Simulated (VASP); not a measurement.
Wanted: the native input for a VASP 6.6.1 run.

* Task: relaxation of cell and atoms
* Functional: PBE
* Potentials or basis: VASP PAW PBE potentials, release 64 (Ag)
* Cutoff: 500 eV
* k mesh: 20 × 20 × 20
* Occupations: fermi-dirac, width 0.1 eV
* Spin: no spin polarisation
* Target pressure: 45 GPa
* Dipole correction: no
* Further INCAR settings: ALGO = Normal; EDIFF = 1e-07; IBRION = 2; EDIFFG = -0.03; NSW = 60; ISIF = 3

The structure of Ag lies in POSCAR:

```
Ag
1.0
    0.0000000000      2.0450000000      2.0450000000
    2.0450000000      0.0000000000      2.0450000000
    2.0450000000      2.0450000000      0.0000000000
Ag
1
Direct
    0.0000000000      0.0000000000      0.0000000000
```

These files were run (other wordings do the same):

INCAR

```
SYSTEM = Ag
ALGO = Normal
EDIFF = 1E-7
EDIFFG = -0.03
ENCUT = 500
GGA = PE
GGA_COMPAT = .False.
IBRION = 2
ISIF = 3
ISMEAR = -1
LASPH = .True.
LCHARG = .False.
LREAL = .False.
LWAVE = .False.
NELM = 120
NELMIN = 4
NSW = 60
PREC = Accurate
PSTRESS = 450.0
SIGMA = 0.1
```

KPOINTS

```
k-points
0
Gamma
  20 20 20
  0 0 0
```

Potentials or basis: VASP PAW PBE potentials, release 64 (Ag).

Launch:

```sh
$ cat potpaw_PBE.64/Ag/POTCAR > POTCAR
$ mpirun -np 1 vasp_std > vasp.out
```

It gave:

* Relaxed volume: 13.94 Å³/atom
* Relaxed cell: a = 2.701 Å, b = 2.701 Å, c = 2.701 Å, α = 60.00°, β = 60.00°, γ = 60.00°
* Space group after relaxing (to 0.1 Å): Fm-3m (No. 225)
* Energy change on relaxing (the run minimises the enthalpy): +408.2 meV/atom
* Ionic steps: 5
* Pressure after relaxing: 45.1 GPa
* Band gap on the k mesh: zero (an odd number of electrons rules out a gap without spin polarisation)

Caveat: the cell is relaxed towards a set pressure, so the run minimises the enthalpy, not the energy; the volume moved by over 15 % at a fixed basis, so the end points are rough.

Wall time 57 s on 1 thread of Intel(R) Xeon(R) Platinum 8559C (Emerald Rapids), with other jobs on the host, peak memory 0.18 GiB.
